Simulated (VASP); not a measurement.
Runs of VASP 6.6.1 on AlP. The structure is that of space group F-43m (No. 216), or close to it. The cells are those of the table. 

```tsv
level	cell	cutoff (eV)	gap on the mesh (eV)	pressure (GPa)
r2SCAN	a = 3.874 Å, angles 60.0°, 2 atoms	550	(a)	-0.3
r2SCAN	a = 3.835 Å, angles 60.0°, 2 atoms	550	1.87	2.6
r2SCAN	a = 3.795 Å, angles 60.0°, 2 atoms	550	1.81	(c)
PBE	a = 3.894 Å, angles 60.0°, 2 atoms	500	1.63	(b)
PBE	a = 3.970 Å, angles 60.0°, 2 atoms	500	1.73	-4.3
```

Alike in all rows: task single point; potentials or basis VASP PAW PBE potentials, release 64 (Al, P); no spin polarisation; k mesh 6 × 6 × 6; smearing gaussian 0.01 eV.

Task: Estimate the missing entries.

Result: (a) 1.93; (b) 0.0; (c) 6.0.

Caveats: the PAW data sets were made with another functional, which shifts forces and pressure a little (some runs).

A k mesh can miss the band edges.
